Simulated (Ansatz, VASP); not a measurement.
**One calculation of BN, two programs**

The input POSCAR:

```
BN
1.0
    2.3787921191      0.0000000000      0.0000000000
   -1.1893960596      2.0600944054      0.0000000000
    0.0000000000      0.0000000000      6.8277300000
B N
2 2
Direct
    0.3333333333      0.6666666667      0.2500000000
    0.6666666667      0.3333333333      0.7500000000
    0.3333333333      0.6666666667      0.7500000000
    0.6666666667      0.3333333333      0.2500000000
```

Contents of INCAR.step1:

```
PREC     = Accurate       # precision mode
ENCUT    = 520            # plane-wave cutoff, eV
ISMEAR   = 0              # smearing method
SIGMA    = 0.05           # smearing width, eV
LREAL    = F              # projectors in reciprocal space
LASPH    = T              # aspherical terms in the spheres
NELM     = 60             # most SCF steps
NBANDS   = 16             # bands
GGA      = PE             # functional
ALGO     = Normal         # electronic algorithm
EDIFF    = 1E-4           # SCF threshold, eV
LWAVE    = T              # write WAVECAR
LCHARG   = F              # write CHGCAR
```

File INCAR.step2:

```
PREC     = Accurate       # precision mode
ENCUT    = 520            # plane-wave cutoff, eV
EDIFF    = 1E-6           # SCF threshold, eV
ISMEAR   = 0              # smearing method
SIGMA    = 0.05           # smearing width, eV
LREAL    = F              # projectors in reciprocal space
LASPH    = T              # aspherical terms in the spheres
NELM     = 60             # most SCF steps
ALGO     = Normal         # electronic algorithm
ISIF     = 2              # what is computed and relaxed
LWAVE    = F              # write WAVECAR
LCHARG   = F              # write CHGCAR
METAGGA  = R2SCAN         # meta-GGA
LMIXTAU  = T            
NBANDS   = 16             # bands
ISTART   = 1
```

The input KPOINTS:

```
Automatic mesh
0
Gamma
  12 12 4
```

Input for Ansatz:

```yaml
crystal:
  lattice:
    - [2.3787921191, 0.0, 0.0]
    - [-1.1893960596, 2.0600944054, 0.0]
    - [0.0, 0.0, 6.82773]
  atoms:
    - { symbol: B, position: [0.3333333333, 0.6666666667, 0.25] }
    - { symbol: B, position: [0.6666666667, 0.3333333333, 0.75] }
    - { symbol: "N", position: [0.3333333333, 0.6666666667, 0.75] }
    - { symbol: "N", position: [0.6666666667, 0.3333333333, 0.25] }
basis:
  ecutwfc: 500
kpoints:
  mp_grid: { grid: [12, 12, 4] }
hamiltonian:
  xc: r2scan
scf:
  occupations: { method: gaussian, width: 0.05 }
output:
  forces: true
  stress: true
  eigenvalues: true
```

Change from the starting cell: strain -0.050 along x and y, +0.025 along z, atoms carried along.

Alike in both runs: task single point; functional r2SCAN; k mesh 12 × 12 × 4; occupations gaussian, width 0.05 eV; no spin polarisation.

```csv
,VASP,Ansatz
version,VASP 6.6.1,Ansatz 0.2.0
potentials or method,"VASP PAW PBE potentials, release 64 (B, N), cutoff 520 eV","scalar-relativistic, plane waves, PAW"
valence electrons in the cell,16,16
```

|  | VASP | Ansatz | Ansatz less VASP |
| --- | --- | --- | --- |
| gap on the k mesh at the Fermi level (eV) | 5.17 | 5.12 | -0.045 |
| least direct gap on the mesh (eV) | 5.78 | 5.71 | -0.077 |
| pressure (GPa) | 45.2 | 44.7 | -0.48 |
| traceless stress, the component that is largest in VASP (GPa) | -45.38 | -44.52 | +0.855 |

VASP's potentials were made for PBE, not for r2SCAN. Both programs put the cell under a high pressure, so it lies far from rest at this level.
